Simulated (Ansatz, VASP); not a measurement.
**BeTe: VASP beside Ansatz**

```
CELL_PARAMETERS angstrom
0.00000 2.82877 2.82877
2.82877 0.00000 2.82877
2.82877 2.82877 0.00000
ATOMIC_POSITIONS crystal
Be 0.00000 0.00000 0.00000
Te 0.25000 0.25000 0.25000
```

Alike in both runs: functional r2SCAN; k mesh 8 × 8 × 8; occupations gaussian, width 0.02 eV; no spin polarisation.

Ansatz relaxed the structure, and its values are those at the end. VASP's run is a single point on that final structure, the one shown.

```csv
,VASP,Ansatz
version,VASP 6.6.1,Ansatz 0.2.0
potentials or method,"VASP PAW PBE potentials, release 64 (Be, Te), cutoff 660 eV","scalar-relativistic, plane waves, PAW"
valence electrons in the cell,8,18
```

Ansatz gave:

| Item | Value |
| --- | --- |
| gap on the k mesh at the Fermi level (eV) | 2.38 |
| least direct gap on the mesh (eV) | 4.04 |
| pressure (GPa) | 0.0 |

Problem. Which values does VASP return?

Solution. gap on the k mesh at the Fermi level (eV): 2.37; least direct gap on the mesh (eV): 4.03; pressure (GPa): 0.2.

VASP's potentials were made for PBE, not for r2SCAN. VASP's potentials hold 8 valence electrons a cell and Ansatz's 18, so a difference there can come from the potentials and not from the codes.

Spin-orbit coupling is off throughout.
